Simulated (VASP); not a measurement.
Write the native input for VASP 6.6.1 that does the following.

* Task: single point
* Functional: PBE
* Potentials or basis: VASP PAW PBE potentials, release 64 (W_sv)
* Cutoff: 520 eV
* k mesh: 16 × 16 × 16
* Occupations: gaussian, width 0.1 eV
* Spin: no spin polarisation
* Dipole correction: no
* Further INCAR settings: ALGO = Normal; EDIFF = 1e-07; NBANDS = 21

The structure of W lies in POSCAR:

```
W
1.0
    3.2472344172      0.0000000000      0.0000000000
    0.0000000000      3.2472344172      0.0000000000
    0.0000000000      0.0000000000      3.2472344172
W
2
Direct
    0.0000000000      0.0000000000      0.0000000000
    0.5000000000      0.5000000000      0.5000000000
```

This cell differs from its parent crystal: equal strain along all axes, cell held: +2.0 %.

The input as run:

INCAR

```
  ALGO = Normal
  EDIFF = 1E-7
  ENCUT = 520
  GGA = PE
  ISIF = 2
  ISMEAR = 0
  LASPH = T
  LCHARG = F
  LREAL = F
  LWAVE = F
  NBANDS = 21
  NELM = 100
  PREC = Accurate
  SIGMA = 0.1
```

KPOINTS

```
k-points
0
Gamma
  16 16 16
```

Potentials or basis: VASP PAW PBE potentials, release 64 (W_sv).

Command:

```console
$ cat potpaw_PBE.64/W_sv/POTCAR > POTCAR
$ mpirun -np 1 vasp_std > vasp.out
```

Results of the run:

```json
{"Pressure": "-15.5 GPa", "Band gap on the k mesh": "zero (bands 14 and 15 overlap by 0.94 eV)"}
```

Caveat: the cell differs from its parent crystal (equal strain along all axes, cell held: +2.0 %); the cell stands under tension; spin-orbit coupling is left out, which moves the levels of the heavy elements.

Run time: 92 s on 1 thread of Intel Xeon 8259CL, with other jobs on the host, peak memory 0.21 GiB.
